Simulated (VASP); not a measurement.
Input of a VASP 6.6.1 run:

INCAR

```
PREC     = Accurate       # precision mode
ENCUT    = 520            # plane-wave cutoff, eV
EDIFF    = 1E-7           # SCF threshold, eV
ISMEAR   = 0              # smearing method
SIGMA    = 0.1            # smearing width, eV
LREAL    = False          # projectors in reciprocal space
LASPH    = True           # aspherical terms in the spheres
NELM     = 100            # most SCF steps
ALGO     = Fast           # electronic algorithm
ISIF     = 2              # what is computed and relaxed
LWAVE    = False          # write WAVECAR
LCHARG   = True           # write CHGCAR
GGA      = PS             # functional
LELF     = True           # ELF
LVHAR    = True         
NBANDS   = 22             # bands
```

KPOINTS

```
regular mesh
0
Gamma
  28 28 28
```

Contents of POSCAR:

```
Rh
1.0
   -1.3250759762      1.3250759762      4.2246233556
    1.3250759762     -1.3250759762      4.2246233556
    1.3250759762      1.3250759762     -4.2246233556
Rh
2
Direct
    0.1424183768      0.1424183768      0.0000000000
    0.8575816232      0.8575816232      0.0000000000
```

Potentials or basis: VASP PAW PBE potentials, release 64 (Rh_pv).

Command:

```console
$ cat potpaw_PBE.64/Rh_pv/POTCAR > POTCAR
$ mpirun -np 1 vasp_std > vasp.out
```

Task: Predict the largest force.

Result: 0.019 eV/Å.

Task: Predict the band gap on the k mesh.

Result: Zero (bands 15 and 16 overlap by 2.18 eV).

Task: What does it give for the pressure?

Result: 0.0 GPa.

Stress tensor (GPa, compression positive):
```
-0.08  0.00  0.00
 0.00 -0.08  0.00
 0.00  0.00  0.08
```

Caveat: the PAW data sets were made with another functional, which shifts forces and pressure a little.
